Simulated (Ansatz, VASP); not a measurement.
## Two plane-wave programs on Ir

```
Ir
1.0
     0.00000    1.89090    1.91970
     1.91970    0.00000    1.91970
     1.91970    1.89090    0.00000
Ir
1
Direct
  0.00000 0.00000 0.00000
```

Change from the starting cell: strain -0.0150 x Voigt [0, 1, 0, 0, 0, 0], atoms carried along.

Alike in both runs: task single point; functional PBEsol; k mesh 22 × 22 × 22; occupations gaussian, width 0.15 eV; no spin polarisation.

|  | VASP | Ansatz |
| --- | --- | --- |
| version | VASP 6.6.1 | Ansatz 0.2.0 |
| potentials or method | VASP PAW PBE potentials, release 64 (Ir), cutoff 520 eV | scalar-relativistic, plane waves, PAW |
| valence electrons in the cell | 9 | 17 |

```tsv
	VASP	Ansatz	Ansatz less VASP
gap on the k mesh at the Fermi level (eV)	none	none	-
pressure (GPa)	4.4	3.3	-1.06
traceless stress, the component that is largest in VASP (GPa)	3.88	3.89	+0.011
```

VASP's potentials were made for PBE, not for PBEsol. A gap of «none» marks a metal or a gap that the smearing closes. VASP's potentials hold 9 valence electrons a cell and Ansatz's 17, so a difference there can come from the potentials and not from the codes.

Neither program's run includes spin-orbit coupling.
